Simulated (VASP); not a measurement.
# MgAl2P2 (P-3m1) in VASP: single point with r2SCAN

Aim: the single point of MgAl2P2 with r2SCAN.

All numbers are computed with VASP 6.6.1; they aren't measurements. Logs are shortened: lines on timing, memory, paths and dates and some standing lists are left out, and cuts for length are marked.

## 1. The cell of the first run

Symmetry: P-3m1, No. 164, trigonal system. Conventional cell: a = 3.686 Å, b = 3.686 Å, c = 6.349 Å, α = 90.00°, β = 90.00°, γ = 120.00°. Within 3.0 Å of Al (site symmetry 3m) lie 4 P at 2.24 to 2.27 Å and 3 Al at 2.64 Å. Within 3.0 Å of P (site symmetry 3m) lie 4 Al at 2.24 to 2.27 Å and 3 Mg at 2.71 Å. Mg (site symmetry -3m) has 6 P at 2.71 Å and 6 Al at 3.20 Å and 6 Mg at 3.69 Å within 3.7 Å.

## 2. Single point, r2SCAN

Input file POSCAR:

```
MgAl2P2
1.0
    3.6859820000      0.0000000000      0.0000000000
   -1.8429910000      3.1921570000      0.0000000000
    0.0000000000      0.0000000000      6.3492330000
Al P Mg
2 2 1
Direct
    0.3333300000      0.6666700000      0.3773000000
    0.6666700000      0.3333300000      0.6227000000
    0.3333300000      0.6666700000      0.7346000000
    0.6666700000      0.3333300000      0.2654000000
    0.0000000000      0.0000000000      0.0000000000
```

Input file INCAR.step1:

```
PREC = Accurate ; ENCUT = 520
ISMEAR = -1 ; SIGMA = 0.1
LREAL = False ; LASPH = True
NELM = 80 ; NBANDS = 17
GGA = PE ; ALGO = Normal
EDIFF = 1E-4 ; LWAVE = True
LCHARG = False
```

Input file INCAR.step2:

```
PREC = Accurate ; ENCUT = 520
EDIFF = 1E-7 ; ISMEAR = -1
SIGMA = 0.1 ; LREAL = False
LASPH = True ; NELM = 80
ALGO = Normal ; ISIF = 2
LWAVE = False ; LCHARG = False
METAGGA = R2SCAN ; LMIXTAU = True
NBANDS = 17 ; ISTART = 1
```

Input file KPOINTS:

```
Automatic mesh
0
Gamma
  11 11 6
```

Potentials or basis: VASP PAW PBE potentials, release 64 (Al, P, Mg).

The run is started by

```
$ cat potpaw_PBE.64/Al/POTCAR potpaw_PBE.64/P/POTCAR potpaw_PBE.64/Mg/POTCAR > POTCAR
$ cp INCAR.step1 INCAR
$ mpirun -np 1 vasp_std > vasp.out
$ cp INCAR.step2 INCAR
$ mpirun -np 1 vasp_std > vasp.out
```

OUTCAR:

```text
PREC = Accurate
   ENCUT = 520
   EDIFF = 1E-7
   ISMEAR = -1
   LREAL = False
   LASPH = True
   NELM = 80
   ISIF = 2
   METAGGA = R2SCAN
   ISTART = 1

 ion  position               nearest neighbor table
   1  0.333  0.667  0.377-   4 2.24   4 2.24   4 2.24   3 2.27   2 2.64   2 2.64   2 2.64   5 3.20
                             5 3.20   5 3.20
   2  0.667  0.333  0.623-   3 2.24   3 2.24   3 2.24   4 2.27   1 2.64   1 2.64   1 2.64   5 3.20
                             5 3.20   5 3.20
   3  0.333  0.667  0.735-   2 2.24   2 2.24   2 2.24   1 2.27   5 2.71   5 2.71   5 2.71
   4  0.667  0.333  0.265-   1 2.24   1 2.24   1 2.24   2 2.27   5 2.71   5 2.71   5 2.71
   5  0.000  0.000  0.000-   3 2.71   4 2.71   4 2.71   3 2.71   4 2.71   3 2.71   1 3.20   2 3.20
                             1 3.20   2 3.20   2 3.20   1 3.20

  LATTYP: Found a hexagonal cell.
 ALAT       =     3.6859820000
 C/A-ratio  =     1.7225349988

  Lattice vectors:

 A1 = (   3.6859820000,   0.0000000000,   0.0000000000)
 A2 = (  -1.8429910000,   3.1921570000,   0.0000000000)
 A3 = (   0.0000000000,   0.0000000000,   6.3492330000)

Analysis of symmetry for initial positions (statically):
=====================================================================
 Subroutine PRICEL returns:
 Original cell was already a primitive cell.

 Routine SETGRP: Setting up the symmetry group for a
 hexagonal supercell.

 Subroutine GETGRP returns: Found  4 space group operations
 (whereof  4 operations were pure point group operations)
 out of a pool of 24 trial point group operations.

The static configuration has the point symmetry C_2h.

Analysis of symmetry for dynamics (positions and initial velocities):
=====================================================================
 Subroutine PRICEL returns:
 Original cell was already a primitive cell.

 Routine SETGRP: Setting up the symmetry group for a
 hexagonal supercell.

 Subroutine GETGRP returns: Found  4 space group operations
 (whereof  4 operations were pure point group operations)
 out of a pool of 24 trial point group operations.

The dynamic configuration has the point symmetry C_2h.

 Subroutine INISYM returns: Found  4 space group operations
 (whereof  4 operations are pure point group operations),
 and found     1 'primitive' translations

----------------------------------------------------------------------------------------

                                     Primitive cell

  volume of cell :      74.7066

  direct lattice vectors                    reciprocal lattice vectors
     3.685982000  0.000000000  0.000000000     0.271298124  0.156633900  0.000000000
    -1.842991000  3.192157000  0.000000000     0.000000000  0.313267800  0.000000000
     0.000000000  0.000000000  6.349233000     0.000000000  0.000000000  0.157499339

  length of vectors
     3.685982000  3.685984555  6.349233000     0.313268017  0.313267800  0.157499339

  position of ions in fractional coordinates (direct lattice)
     0.333330000  0.666670000  0.377300000
     0.666670000  0.333330000  0.622700000
     0.333330000  0.666670000  0.734600000
     0.666670000  0.333330000  0.265400000
     0.000000000  0.000000000  0.000000000

  ion indices of the primitive-cell ions
   primitive index   ion index
                 1           1
                 2           2
                 3           3
                 4           4
                 5           5

----------------------------------------------------------------------------------------

 KPOINTS: Automatic mesh

Automatic generation of k-mesh.
 Grid dimensions read from file:
 generate k-points for:   11   11    6

 Generating k-lattice:

  Cartesian coordinates                     Fractional coordinates (reciprocal lattice)
     0.024663466  0.014239445  0.000000000     0.090909091  0.000000000  0.000000000
     0.000000000  0.028478891  0.000000000     0.000000000  0.090909091  0.000000000
     0.000000000  0.000000000  0.026249890     0.000000000  0.000000000  0.166666667

  Length of vectors
     0.028478911  0.028478891  0.026249890

  Shift w.r.t. Gamma in fractional coordinates (k-lattice)
     0.000000000  0.000000000  0.000000000

 Subroutine IBZKPT returns following result:
 ===========================================

 Found    204 irreducible k-points:

 Following reciprocal coordinates:
            Coordinates               Weight
  0.000000  0.000000  0.000000      1.000000
  0.090909 -0.000000  0.000000      4.000000
 -0.090909  0.090909  0.000000      2.000000
  0.181818 -0.000000  0.000000      4.000000
 -0.181818  0.181818  0.000000      2.000000
  0.272727 -0.000000  0.000000      4.000000
[... 16 lines left out ...]
  0.454545  0.090909  0.000000      4.000000
  0.454545  0.454545  0.000000      2.000000
 [... further k-points ...]
   k-points           NKPTS =    204   k-points in BZ     NKDIM =    204   number of bands    NBANDS=     17
   number of dos      NEDOS =    301   number of ions     NIONS =      5
   total plane-waves  NPLWV =  37632
   dimension x,y,z NGX =    28 NGY =   28 NGZ =   48
   dimension x,y,z NGXF=    56 NGYF=   56 NGZF=   96
   ions per type =               2   2   1
   NGX,Y,Z   is equivalent  to a cutoff of  12.63, 12.63, 12.57 a.u.
   NGXF,Y,Z  is equivalent  to a cutoff of  25.26, 25.26, 25.14 a.u.
 SYSTEM =  unknown system
   PREC   = accura    normal or accurate (medium, high low for compatibility)
   ISTART =      1    job   : 0-new  1-cont  2-samecut
   ICHARG =      0    charge: 1-file 2-atom 10-const
   ISPIN  =      1    spin polarized calculation?
   LNONCOLLINEAR =      F non collinear calculations
   LSORBIT =      F    spin-orbit coupling
   LASPH  =      T    aspherical Exc in radial PAW
   ENCUT  =  520.0 eV  38.22 Ry    6.18 a.u.   6.85  6.85 11.81*2*pi/ulx,y,z
   NELM   =     80;   NELMIN=  2; NELMDL=  0     # of ELM steps
   EDIFF  = 0.1E-06   stopping-criterion for ELM
   LREAL  =      F    real-space projection
   EDIFFG = 0.1E-05   stopping-criterion for IOM
   NSW    =      0    number of steps for IOM
   IBRION =     -1    ionic relax: 0-MD 1-quasi-New 2-CG
   NFREE  =      0    steps in history (QN), initial steepest desc. (CG)
   ISIF   =      2    stress and relaxation
   ISYM   =      2    0-nonsym 1-usesym 2-fastsym
   POTIM  = 0.5000    time-step for ionic-motion
   TEBEG  =    0.0;   TEEND  =   0.0 temperature during run
   PSTRESS=    0.0 pullay stress
   NELECT =      18.0000    total number of electrons
   NUPDOWN=      -1.0000    fix difference up-down
   EMIN   =  10.00;   EMAX   =-10.00  energy-range for DOS
   EFERMI =   0.00;   METHOD = LEGACY
   ISMEAR =    -1;   SIGMA  =   0.10  broadening in eV -4-tet -1-fermi 0-gaus
   EFERMI_NEDOS =   21; number of points for ismear=-14 and -15
   IALGO  =     38    algorithm
   IMIX   =      4    mixing-type and parameters
     AMIX     =   0.40;   BMIX     =  1.00
     AMIX_MAG =   1.60;   BMIX_MAG =  1.00
  volume/ion in A,a.u.               =      14.94       100.83
  Fermi-wavevector in a.u.,A,eV,Ry     =   1.018700  1.925063 14.119428  1.037749
  Thomas-Fermi vector in A             =   2.152172
   LORBIT       =      0    0 simple, 1 ext, 2 COOP (PROOUT), +10 PAW based schemes
   METAGGA = R2SCAN    functional components
   LHFCALC =     F    Hartree Fock is set to
   AEXX    =    0.0000 exact exchange contribution
   IVDW    =     0    specifies the selected vdW correction
   LEPSILON=     F    determine dielectric tensor
   LRPA    =     F    only Hartree local field effects (RPA)
 non-spin polarized calculation
  energy-cutoff  :      520.00
  volume of cell :       74.71
 maximum number of plane-waves:      2031
   NGX = 13   NGY = 13   NGZ = 23

 number of electron      17.9999999 magnetization

 Free energy of the ion-electron system (eV)
  ---------------------------------------------------
  ext. energy  EPLUGINS =         0.00000000
  ---------------------------------------------------
  free energy    TOTEN  =       -35.43399585 eV

  energy without entropy =      -35.37045236  energy(sigma->0) =      -35.40222410

 E-fermi :   9.4242     XC(G=0): -11.0062

 val. band max:        9.4230559207   @ k =   0.0000   0.3636   0.1667
 cond. band min:       9.4266431580   @ k =   0.3636   0.2727   0.5000
 fundamental gap:      0.0035872373
 Fermi energy:         9.4241976540

 k-point     1 :       0.0000    0.0000    0.0000
  band No.  band energies     occupation
      1      -7.0024      2.00000
      2      -4.7127      2.00000
      3      -0.1451      2.00000
      4       4.9604      2.00000
      5       4.9607      2.00000
      6       5.7218      2.00000
[... 9 lines left out ...]
     16      13.6724      0.00000
     17      13.6726      0.00000

 k-point     2 :       0.0909   -0.0000    0.0000
  band No.  band energies     occupation
      1      -6.9004      2.00000
      2      -4.6342      2.00000
      3      -0.0385      2.00000
      4       4.1593      2.00000
      5       4.7626      2.00000
      6       5.6826      2.00000
[... 9 lines left out ...]
     16      13.0176      0.00000
     17      13.5205      0.00000

 k-point     3 :      -0.0909    0.0909    0.0000
  band No.  band energies     occupation
      1      -6.9004      2.00000
      2      -4.6342      2.00000
      3      -0.0385      2.00000
      4       4.1594      2.00000
      5       4.7624      2.00000
      6       5.6827      2.00000
[... 392 lines left out ...]
 k-point    23 :       0.4545    0.0909    0.0000
  band No.  band energies     occupation
      1      -4.7894      2.00000
      2      -3.9137      2.00000
      3       0.0585      2.00000
      4       1.0553      2.00000
      5       2.4641      2.00000
      6       2.8606      2.00000
[... 9 lines left out ...]
     16      15.9351      0.00000
     17      17.3558      0.00000

 k-point    24 :       0.4545    0.4545    0.0000
  band No.  band energies     occupation
      1      -4.7895      2.00000
      2      -3.9136      2.00000
      3       0.0585      2.00000
      4       1.0555      2.00000
      5       2.4640      2.00000
      6       2.8606      2.00000
[... 9 lines left out ...]
     16      15.9351      0.00000
     17      17.3560      0.00000

 [... further k-points ...]

------------------------ aborting loop because EDIFF is reached ----------------------------------------

  FORCE on cell =-STRESS in cart. coord.  units (eV):
  Direction    XX          YY          ZZ          XY          YZ          ZX
  --------------------------------------------------------------------------------------
  -------------------------------------------------------------------------------------
  Total       11.1689753     11.1702970     12.4399111      0.0011267     -0.0002928      0.0005071
  in kB      239.5329134    239.5612578    266.7897501      0.0241635     -0.0062784      0.0108748
  external PRESSURE =     248.6279738 kB  Pullay stress =       0.0000000 kB

 VOLUME and BASIS-vectors are now :
 -----------------------------------------------------------------------------
  energy-cutoff  :      520.00
  volume of cell :       74.71
      direct lattice vectors                 reciprocal lattice vectors
     3.685982000  0.000000000  0.000000000     0.271298124  0.156633900  0.000000000
    -1.842991000  3.192157000  0.000000000     0.000000000  0.313267800  0.000000000
     0.000000000  0.000000000  6.349233000     0.000000000  0.000000000  0.157499339

 POSITION                                       TOTAL-FORCE (eV/Angst)
 -----------------------------------------------------------------------------------
     -0.00002      2.12812      2.39557         0.000551     -0.000318     -0.676758
      1.84301      1.06404      3.95367        -0.000551      0.000318      0.676758
     -0.00002      2.12812      4.66415         0.000491     -0.000283      2.598650
      1.84301      1.06404      1.68509        -0.000491      0.000283     -2.598650
      0.00000      0.00000      0.00000        -0.000000      0.000000      0.000000
 -----------------------------------------------------------------------------------
    total drift:                               -0.000000     -0.000000      0.000000

  FREE ENERGIE OF THE ION-ELECTRON SYSTEM (eV)
  ---------------------------------------------------
  free  energy   TOTEN  =       -35.4339958524 eV

  energy  without entropy=      -35.3704523560  energy(sigma->0) =      -35.40222410
```

Run time: 14 min. Hardware: 1 thread of Intel Xeon 8259CL, shared host; peak memory 0.39 GiB.

What came out:

```yaml
Free_energy: -35.4340 eV
Pressure: 24.9 GPa
Largest_force: 2.599 eV/Å
Band_gap_on_the_k_mesh: zero (bands 9 and 10 overlap by 1.70 eV)
```

Forces on the atoms (eV/Å):
```
Al   0.001  0.000 -0.677
Al  -0.001  0.000  0.677
P    0.000  0.000  2.599
P    0.000  0.000 -2.599
Mg   0.000  0.000  0.000
```

Stress tensor (GPa, compression positive):
```
23.95  0.00  0.00
 0.00 23.96  0.00
 0.00  0.00 26.68
```

Levels at points of the mesh, in eV from the Fermi level:
| k point | band 6 | band 7 | band 8 | band 9 | band 10 | band 11 | band 12 | band 13 |
| --- | --- | --- | --- | --- | --- | --- | --- | --- |
| (0.00, 0.00, 0.00) | -3.70 | -3.16 | -3.16 | 0.59 | 1.04 | 1.49 | 1.49 | 2.12 |
| (0.00, 0.00, 0.50) | -4.32 | -3.37 | -3.37 | 0.60 | 1.43 | 1.53 | 1.53 | 2.06 |

Caveat: the cell stands under pressure; the PAW data sets were made with another functional, which shifts forces and pressure a little.
